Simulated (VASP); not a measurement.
# V (Im-3m) in VASP: notebook

V is run at these levels: revPBE; tasks: single point.

Everything below comes from runs of VASP 6.6.1. Logs are shortened: lines on timing, memory, paths and dates and some standing lists are left out, and cuts for length are marked.

### Step 1. The cell of the first run

Symmetry: Im-3m, No. 229, cubic system. Conventional cell: a = 2.888 Å, b = 2.888 Å, c = 2.888 Å, α = 90.00°, β = 90.00°, γ = 90.00°. V (site symmetry m-3m) has 14 V at 2.50 to 2.89 Å within 3.3 Å.

### Step 2. Single point, revPBE, collinear spin, ferromagnetic start (volume scaled by 0.88)

Contents of INCAR:

```
PREC     = Accurate       # precision mode
ENCUT    = 520            # plane-wave cutoff, eV
EDIFF    = 1E-6           # SCF threshold, eV
ISMEAR   = -1             # smearing method
SIGMA    = 0.05           # smearing width, eV
LREAL    = F              # projectors in reciprocal space
LASPH    = T              # aspherical terms in the spheres
NELM     = 150            # most SCF steps
ALGO     = Normal         # electronic algorithm
ISIF     = 2              # what is computed and relaxed
LWAVE    = F              # write WAVECAR
LCHARG   = T              # write CHGCAR
ISPIN    = 2              # spin polarisation
MAGMOM   = 1              # initial moments
LORBIT   = 11             # projections on sites
LMAXMIX  = 4              # l up to which the mixer works
GGA      = RE             # functional
LELF     = T              # ELF
LVHAR    = T            
NBANDS   = 16             # bands
```

Contents of KPOINTS:

```
Automatic mesh
0
Gamma
  24 24 24
```

Contents of POSCAR:

```
V
1.0
   -1.4438511585      1.4438511585      1.4438511585
    1.4438511585     -1.4438511585      1.4438511585
    1.4438511585      1.4438511585     -1.4438511585
V
1
Direct
    0.0000000000      0.0000000000      0.0000000000
```

Potentials or basis: VASP PAW PBE potentials, release 64 (V_sv).

Started as:

```
$ cat potpaw_PBE.64/V_sv/POTCAR > POTCAR
$ mpirun -np 1 vasp_std > vasp.out
```

OUTCAR:

```text
PREC = Accurate
   ENCUT = 520
   EDIFF = 1E-6
   ISMEAR = -1
   LREAL = F
   LASPH = T
   NELM = 150
   ISIF = 2
   ISPIN = 2
   LORBIT = 11
   GGA = RE

 ion  position               nearest neighbor table
   1  0.000  0.000  0.000-

  LATTYP: Found a body centered cubic cell.
 ALAT       =     2.8877023170

  Lattice vectors:

 A1 = (  -1.4438511585,   1.4438511585,   1.4438511585)
 A2 = (   1.4438511585,  -1.4438511585,   1.4438511585)
 A3 = (   1.4438511585,   1.4438511585,  -1.4438511585)

Analysis of symmetry for initial positions (statically):
=====================================================================
 Subroutine PRICEL returns:
 Original cell was already a primitive cell.

 Routine SETGRP: Setting up the symmetry group for a
 body centered cubic supercell.

 Subroutine GETGRP returns: Found 48 space group operations
 (whereof 48 operations were pure point group operations)
 out of a pool of 48 trial point group operations.

The static configuration has the point symmetry O_h .

Analysis of symmetry for dynamics (positions and initial velocities):
=====================================================================
 Subroutine PRICEL returns:
 Original cell was already a primitive cell.

 Routine SETGRP: Setting up the symmetry group for a
 body centered cubic supercell.

 Subroutine GETGRP returns: Found 48 space group operations
 (whereof 48 operations were pure point group operations)
 out of a pool of 48 trial point group operations.

The dynamic configuration has the point symmetry O_h .

Analysis of structural, dynamic, and magnetic symmetry:
=====================================================================
 Subroutine PRICEL returns:
 Original cell was already a primitive cell.

 Routine SETGRP: Setting up the symmetry group for a
 body centered cubic supercell.

 Subroutine GETGRP returns: Found 48 space group operations
 (whereof 48 operations were pure point group operations)
 out of a pool of 48 trial point group operations.

The overall configuration has the point symmetry O_h .

 Subroutine INISYM returns: Found 48 space group operations
 (whereof 48 operations are pure point group operations),
 and found     1 'primitive' translations

----------------------------------------------------------------------------------------

                                     Primitive cell

  volume of cell :      12.0400

  direct lattice vectors                    reciprocal lattice vectors
    -1.443851159  1.443851159  1.443851159     0.000000000  0.346296083  0.346296083
     1.443851159 -1.443851159  1.443851159     0.346296083  0.000000000  0.346296083
     1.443851159  1.443851159 -1.443851159     0.346296083  0.346296083  0.000000000

  length of vectors
     2.500823565  2.500823565  2.500823565     0.489736617  0.489736617  0.489736617

  position of ions in fractional coordinates (direct lattice)
     0.000000000  0.000000000  0.000000000

  ion indices of the primitive-cell ions
   primitive index   ion index
                 1           1

----------------------------------------------------------------------------------------

 KPOINTS: Automatic mesh

Automatic generation of k-mesh.
 Grid dimensions read from file:
 generate k-points for:   24   24   24

 Generating k-lattice:

  Cartesian coordinates                     Fractional coordinates (reciprocal lattice)
     0.000000000  0.014429003  0.014429003     0.041666667  0.000000000  0.000000000
     0.014429003  0.000000000  0.014429003     0.000000000  0.041666667  0.000000000
     0.014429003  0.014429003  0.000000000     0.000000000  0.000000000  0.041666667

  Length of vectors
     0.020405692  0.020405692  0.020405692

  Shift w.r.t. Gamma in fractional coordinates (k-lattice)
     0.000000000  0.000000000  0.000000000

 Subroutine IBZKPT returns following result:
 ===========================================

 Found    413 irreducible k-points:

 Following reciprocal coordinates:
            Coordinates               Weight
  0.000000  0.000000  0.000000      1.000000
  0.041667  0.000000  0.000000     12.000000
  0.083333  0.000000  0.000000     12.000000
  0.125000  0.000000  0.000000     12.000000
  0.166667  0.000000  0.000000     12.000000
  0.208333  0.000000  0.000000     12.000000
[... 16 lines left out ...]
  0.416667  0.041667 -0.000000     48.000000
  0.458333  0.041667 -0.000000     48.000000
 [... further k-points ...]
   k-points           NKPTS =    413   k-points in BZ     NKDIM =    413   number of bands    NBANDS=     16
   number of dos      NEDOS =    301   number of ions     NIONS =      1
   total plane-waves  NPLWV =   8000
   dimension x,y,z NGX =    20 NGY =   20 NGZ =   20
   dimension x,y,z NGXF=    40 NGYF=   40 NGZF=   40
   ions per type =               1
   NGX,Y,Z   is equivalent  to a cutoff of  13.30, 13.30, 13.30 a.u.
   NGXF,Y,Z  is equivalent  to a cutoff of  26.59, 26.59, 26.59 a.u.
 SYSTEM =  unknown system
   PREC   = accura    normal or accurate (medium, high low for compatibility)
   ISTART =      0    job   : 0-new  1-cont  2-samecut
   ICHARG =      2    charge: 1-file 2-atom 10-const
   ISPIN  =      2    spin polarized calculation?
   LNONCOLLINEAR =      F non collinear calculations
   LSORBIT =      F    spin-orbit coupling
   LASPH  =      T    aspherical Exc in radial PAW
   ENCUT  =  520.0 eV  38.22 Ry    6.18 a.u.   4.65  4.65  4.65*2*pi/ulx,y,z
   NELM   =    150;   NELMIN=  2; NELMDL= -5     # of ELM steps
   EDIFF  = 0.1E-05   stopping-criterion for ELM
   LREAL  =      F    real-space projection
   EDIFFG = 0.1E-04   stopping-criterion for IOM
   NSW    =      0    number of steps for IOM
   IBRION =     -1    ionic relax: 0-MD 1-quasi-New 2-CG
   NFREE  =      0    steps in history (QN), initial steepest desc. (CG)
   ISIF   =      2    stress and relaxation
   ISYM   =      2    0-nonsym 1-usesym 2-fastsym
   POTIM  = 0.5000    time-step for ionic-motion
   TEBEG  =    0.0;   TEEND  =   0.0 temperature during run
   PSTRESS=    0.0 pullay stress
   NELECT =      13.0000    total number of electrons
   NUPDOWN=      -1.0000    fix difference up-down
   EMIN   =  10.00;   EMAX   =-10.00  energy-range for DOS
   EFERMI =   0.00;   METHOD = LEGACY
   ISMEAR =    -1;   SIGMA  =   0.05  broadening in eV -4-tet -1-fermi 0-gaus
   EFERMI_NEDOS =   21; number of points for ismear=-14 and -15
   IALGO  =     38    algorithm
   IMIX   =      4    mixing-type and parameters
     AMIX     =   0.40;   BMIX     =  1.00
     AMIX_MAG =   1.60;   BMIX_MAG =  1.00
  volume/ion in A,a.u.               =      12.04        81.25
  Fermi-wavevector in a.u.,A,eV,Ry     =   1.679501  3.173796 38.378261  2.820723
  Thomas-Fermi vector in A             =   2.763402
   LORBIT       =     11    0 simple, 1 ext, 2 COOP (PROOUT), +10 PAW based schemes
   GGA     = RE    functional components
   LHFCALC =     F    Hartree Fock is set to
   AEXX    =    0.0000 exact exchange contribution
   IVDW    =     0    specifies the selected vdW correction
   LEPSILON=     F    determine dielectric tensor
   LRPA    =     F    only Hartree local field effects (RPA)
 spin polarized calculation
  energy-cutoff  :      520.00
  volume of cell :       12.04
 maximum number of plane-waves:       339
   NGX =  9   NGY =  9   NGZ =  9

 number of electron      12.9999998 magnetization      -0.0007098

 number of electron      12.9999998 magnetization       0.0011328

 Free energy of the ion-electron system (eV)
  ---------------------------------------------------
  ext. energy  EPLUGINS =         0.00000000
  ---------------------------------------------------
  free energy    TOTEN  =        -8.48065870 eV

  energy without entropy =       -8.46780707  energy(sigma->0) =       -8.47423288

 E-fermi :  11.2574     XC(G=0): -13.4401

 val. band max:       11.2569939138   @ k =   0.2917   0.0000   0.0000
 cond. band min:      11.2578464006   @ k =   0.2917   0.0000   0.0000
 fundamental gap:      0.0008524868
 Fermi energy:        11.2574345753

 spin component 1

 k-point     1 :       0.0000    0.0000    0.0000
  band No.  band energies     occupation
      1     -52.4477      1.00000
      2     -25.4820      1.00000
      3     -25.4820      1.00000
      4     -25.4820      1.00000
      5       4.4502      1.00000
      6      11.6866      0.00019
[... 8 lines left out ...]
     15      40.6991      0.00000
     16      46.0001      0.00000

 k-point     2 :       0.0417    0.0000    0.0000
  band No.  band energies     occupation
      1     -52.4427      1.00000
      2     -25.5048      1.00000
      3     -25.4887      1.00000
      4     -25.4822      1.00000
      5       4.5286      1.00000
      6      11.6507      0.00038
[... 8 lines left out ...]
     15      40.8405      0.00000
     16      45.0660      0.00000
[... 387 lines left out ...]
      5       7.7475      1.00000
      6       9.9572      1.00000
[... 8 lines left out ...]
     15      40.6241      0.00000
     16      42.2002      0.00000

 k-point    24 :       0.4583    0.0417   -0.0000
  band No.  band energies     occupation
      1     -52.1434      1.00000
      2     -26.7381      1.00000
      3     -25.8736      1.00000
      4     -25.5040      1.00000
      5       7.7289      1.00000
      6       9.9053      1.00000
[... 8 lines left out ...]
     15      40.7911      0.00000
     16      41.9141      0.00000

 [... further k-points ...]

 spin component 2

 k-point     1 :       0.0000    0.0000    0.0000
  band No.  band energies     occupation
      1     -52.4467      1.00000
      2     -25.4810      1.00000
      3     -25.4810      1.00000
      4     -25.4810      1.00000
      5       4.4510      1.00000
      6      11.6877      0.00018
[... 8 lines left out ...]
     15      40.6996      0.00000
     16      46.0014      0.00000

 k-point     2 :       0.0417    0.0000    0.0000
  band No.  band energies     occupation
      1     -52.4416      1.00000
      2     -25.5038      1.00000
      3     -25.4877      1.00000
      4     -25.4812      1.00000
      5       4.5294      1.00000
      6      11.6518      0.00038
[... 8 lines left out ...]
     15      40.8409      0.00000
     16      45.0671      0.00000
[... 387 lines left out ...]
      5       7.7483      1.00000
      6       9.9582      1.00000
[... 8 lines left out ...]
     15      40.6249      0.00000
     16      42.2010      0.00000

 k-point    24 :       0.4583    0.0417   -0.0000
  band No.  band energies     occupation
      1     -52.1424      1.00000
      2     -26.7371      1.00000
      3     -25.8726      1.00000
      4     -25.5030      1.00000
      5       7.7297      1.00000
      6       9.9063      1.00000
[... 8 lines left out ...]
     15      40.7919      0.00000
     16      41.9149      0.00000

 [... further k-points ...]
[... 5 lines left out ...]
  --------------------------------------------------------------------------------------
  -------------------------------------------------------------------------------------
  Total        2.1885273      2.1885273      2.1885273      0.0000000      0.0000000      0.0000000
  in kB      291.2294429    291.2294429    291.2294429      0.0000000      0.0000000      0.0000000
  external PRESSURE =     291.2294429 kB  Pullay stress =       0.0000000 kB

 VOLUME and BASIS-vectors are now :
 -----------------------------------------------------------------------------
  energy-cutoff  :      520.00
  volume of cell :       12.04
      direct lattice vectors                 reciprocal lattice vectors
    -1.443851159  1.443851159  1.443851159     0.000000000  0.346296083  0.346296083
     1.443851159 -1.443851159  1.443851159     0.346296083  0.000000000  0.346296083
     1.443851159  1.443851159 -1.443851159     0.346296083  0.346296083  0.000000000

 POSITION                                       TOTAL-FORCE (eV/Angst)
 -----------------------------------------------------------------------------------
      0.00000      0.00000      0.00000        -0.000000      0.000000     -0.000000
 -----------------------------------------------------------------------------------
    total drift:                                0.000000     -0.000000      0.000000

  FREE ENERGIE OF THE ION-ELECTRON SYSTEM (eV)
  ---------------------------------------------------
  free  energy   TOTEN  =        -8.4806586989 eV

  energy  without entropy=       -8.4678070672  energy(sigma->0) =       -8.47423288

 total charge

# of ion       s       p       d       tot
------------------------------------------
    1        2.376   6.260   3.226  11.862

 magnetization (x)

# of ion       s       p       d       tot
------------------------------------------
    1        0.000   0.000   0.001   0.001
```

It took 2 min on 1 thread of Intel Xeon Platinum 8488C (Sapphire Rapids), shared host; peak memory 0.23 GiB.

Results:

| Property | Result |
| --- | --- |
| Free energy | -8.4807 eV |
| Pressure | 29.1 GPa |
| Net moment | 0.00 μB per cell |
| Valence electrons inside the program's atomic spheres | V 11.86 |

Levels at points of the mesh, in eV from the Fermi level:
Spin up:
```
           k point  band 3  band 4  band 5  band 6  band 7  band 8  band 9  band 10  band 11  band 12
(0.00, 0.00, 0.00)  -36.74  -36.74   -6.81    0.43    0.43    0.43    2.74     2.74    21.36    21.36
(0.50, 0.00, 0.00)  -37.13  -36.75   -3.58   -1.37    2.08    2.78    3.19     4.75    11.66    16.72
(0.50, 0.50, 0.50)  -37.59  -37.59   -3.55   -3.55    4.28    4.28    4.28    11.34    11.34    11.34
```
Spin down:
```
           k point  band 3  band 4  band 5  band 6  band 7  band 8  band 9  band 10  band 11  band 12
(0.00, 0.00, 0.00)  -36.74  -36.74   -6.81    0.43    0.43    0.43    2.74     2.74    21.36    21.36
(0.50, 0.00, 0.00)  -37.13  -36.75   -3.58   -1.37    2.08    2.78    3.19     4.75    11.66    16.72
(0.50, 0.50, 0.50)  -37.59  -37.59   -3.55   -3.55    4.29    4.29    4.29    11.34    11.34    11.34
```

Caveat: the PAW data sets were made with another functional, which shifts forces and pressure a little.

### Step 3. Single point, revPBE, collinear spin, ferromagnetic start (volume scaled by 0.92)

Contents of INCAR:

```
SYSTEM = V
  PREC = Accurate
  ENCUT = 520
  EDIFF = 1E-6
  ISMEAR = -1
  SIGMA = 0.05
  LREAL = .False.
  LASPH = .True.
  NELM = 150
  ALGO = Normal
  ISIF = 2
  LWAVE = .False.
  LCHARG = .True.
  ISPIN = 2
  MAGMOM = 1
  LORBIT = 11
  LMAXMIX = 4
  GGA = RE
  LELF = .True.
  LVHAR = .True.
  NBANDS = 16
```

Contents of KPOINTS:

```
regular mesh
0
Gamma
  24 24 24
  0 0 0
```

Contents of POSCAR:

```
V
1.0
   -1.4654043534      1.4654043534      1.4654043534
    1.4654043534     -1.4654043534      1.4654043534
    1.4654043534      1.4654043534     -1.4654043534
V
1
Direct
    0.0000000000      0.0000000000      0.0000000000
```

Potentials or basis: VASP PAW PBE potentials, release 64 (V_sv).

Started as:

```
$ cat potpaw_PBE.64/V_sv/POTCAR > POTCAR
$ mpirun -np 1 vasp_std > vasp.out
```

Run time: 2.1 min. Hardware: 1 thread of Intel Xeon Platinum 8488C (Sapphire Rapids), shared host; peak memory 0.23 GiB.

Results (log left out):

```yaml
Free_energy: -8.5601 eV
Pressure: 17.6 GPa
Net_moment: 0.00 μB per cell
Valence_electrons_inside_the_program's_atomic_spheres: V 11.77
```

Levels at points of the mesh, in eV from the Fermi level:
Spin up:
```csv
k point,band 5,band 6,band 7,band 8,band 9,band 10
"(0.00, 0.00, 0.00)",-6.73,0.43,0.43,0.43,2.62,2.62
"(0.50, 0.00, 0.00)",-3.41,-1.26,1.88,2.64,3.03,4.49
"(0.50, 0.50, 0.50)",-3.32,-3.32,4.05,4.05,4.05,10.87
```
Spin down:
| k point | band 5 | band 6 | band 7 | band 8 | band 9 | band 10 |
| --- | --- | --- | --- | --- | --- | --- |
| (0.00, 0.00, 0.00) | -6.73 | 0.43 | 0.43 | 0.43 | 2.62 | 2.62 |
| (0.50, 0.00, 0.00) | -3.41 | -1.26 | 1.88 | 2.64 | 3.03 | 4.49 |
| (0.50, 0.50, 0.50) | -3.32 | -3.32 | 4.05 | 4.05 | 4.05 | 10.87 |

Caveat: the PAW data sets were made with another functional, which shifts forces and pressure a little.

[end of part 1 of 2]
